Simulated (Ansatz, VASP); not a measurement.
# LiF: VASP beside Ansatz

The input POSCAR:

```
LiF
1.0
    0.0000000000      2.1007967349      1.9948691814
    1.9948691814      0.0000000000      1.9948691814
    1.9948691814      2.1007967349      0.0000000000
Li F
1 1
Direct
    0.0000000000      0.0000000000      0.0000000000
    0.5000000000      0.5000000000      0.5000000000
```

File INCAR.step1:

```
PREC = Accurate ; ENCUT = 520
ISMEAR = 0 ; SIGMA = 0.01
LREAL = F ; LASPH = T
NELM = 60 ; NBANDS = 12
GGA = PE ; ALGO = Normal
EDIFF = 1E-4 ; LWAVE = T
LCHARG = F
```

The input INCAR.step2:

```
PREC = Accurate ; ENCUT = 520
EDIFF = 1E-6 ; ISMEAR = 0
SIGMA = 0.01 ; LREAL = F
LASPH = T ; NELM = 60
ALGO = Normal ; ISIF = 2
LWAVE = F ; LCHARG = T
METAGGA = R2SCAN ; LMIXTAU = T
LELF = T ; LVHAR = T
NBANDS = 12 ; ISTART = 1
```

The input KPOINTS:

```
Automatic mesh
0
Gamma
  10 10 10
```

Input for Ansatz:

```yaml
crystal:
  lattice:
    - [0.0, 2.1007967349, 1.9948691814]
    - [1.9948691814, 0.0, 1.9948691814]
    - [1.9948691814, 2.1007967349, 0.0]
  atoms:
    - { symbol: Li, position: [0.0, 0.0, 0.0] }
    - { symbol: F, position: [0.5, 0.5, 0.5] }
kpoints:
  mp_grid: { grid: [10, 10, 10] }
  band_path:
    path:
      - [0.0, 0.0, 0.0]
      - [0.5, 0.0, 0.5]
      - [0.625, 0.25, 0.625]
      - [0.375, 0.375, 0.75]
      - [0.5, 0.5, 0.5]
      - [0.5, 0.25, 0.75]
    npoints: 1
hamiltonian:
  xc: r2scan
scf:
  occupations: { method: fixed }
  n_extra_bands: 4
output:
  forces: true
  stress: true
  eigenvalues: true
```

Change from the starting cell: uniaxial_y strain +5.3%.

Alike in both runs: task single point; functional r2SCAN; k mesh 10 × 10 × 10; no spin polarisation.

|  | VASP | Ansatz |
| --- | --- | --- |
| version | VASP 6.6.1 | Ansatz 0.2.0 |
| potentials or method | VASP PAW PBE potentials, release 64 (Li_sv, F) | plane waves, PAW |
| plane-wave cutoff (eV) | 520 | 500 |
| occupations | gaussian, width 0.01 eV | fixed |
| valence electrons in the cell | 10 | 10 |

```csv
,VASP,Ansatz,Ansatz less VASP
gap on the k mesh at the Fermi level (eV),9.97,9.77,-0.193
```

VASP's potentials were made for PBE, not for r2SCAN.

Noted on VASP's run: the cutoff is short for stress, so the pressure is rough.
